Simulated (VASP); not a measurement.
## Cr: single point with PBE

Crystal: Cr.

```
CELL_PARAMETERS angstrom
2.34063 0.00000 0.00000
0.00000 2.34063 0.00000
0.00000 0.00000 2.34063
ATOMIC_POSITIONS crystal
Cr 0.00000 0.00000 0.00000
```

```yaml
Program: VASP 6.6.1
Task: single point
Functional: PBE
Potentials_or_basis: VASP PAW PBE potentials, release 64 (Cr_pv)
Cutoff: 520 eV
k_mesh: 16 × 16 × 16
Occupations: fermi-dirac, width 0.05 eV
Spin: collinear spin, ferromagnetic start
Starting_moments: "[2.0] μB"
Dipole_correction: no
Further_INCAR_settings: ALGO = Normal; EDIFF = 1e-06; NBANDS = 16
```

```yaml
Pressure: -0.3 GPa
Band_gap_on_the_k_mesh: zero (filled and empty bands overlap)
Net_moment: 0.00 μB per cell
Valence_electrons_inside_the_program's_atomic_spheres: Cr 11.08
```

Levels at points of the mesh, in eV from the Fermi level:
Spin up:
| k point | band 4 | band 5 | band 6 | band 7 | band 8 | band 9 |
| --- | --- | --- | --- | --- | --- | --- |
| (0.00, 0.00, 0.00) | -7.33 | -3.15 | -3.15 | 2.47 | 2.47 | 2.47 |
| (0.50, 0.00, 0.00) | -3.08 | -2.39 | -0.67 | 0.52 | 0.52 | 2.64 |
| (0.50, 0.50, 0.00) | -4.51 | -1.66 | 0.94 | 0.94 | 3.73 | 6.19 |
| (0.50, 0.50, 0.50) | -2.89 | -2.89 | -2.89 | 3.83 | 3.83 | 7.53 |
Spin down:
| k point | band 4 | band 5 | band 6 | band 7 | band 8 | band 9 |
| --- | --- | --- | --- | --- | --- | --- |
| (0.00, 0.00, 0.00) | -7.33 | -3.15 | -3.15 | 2.47 | 2.47 | 2.47 |
| (0.50, 0.00, 0.00) | -3.08 | -2.39 | -0.67 | 0.52 | 0.52 | 2.64 |
| (0.50, 0.50, 0.00) | -4.51 | -1.66 | 0.94 | 0.94 | 3.73 | 6.19 |
| (0.50, 0.50, 0.50) | -2.89 | -2.89 | -2.89 | 3.83 | 3.83 | 7.53 |

Run time: 40 s on 1 thread of AMD EPYC 9R45 (Zen 5), with other jobs on the host, peak memory 0.12 GiB.

Caveat: the starting moments collapsed, and a magnetic state may lie lower.
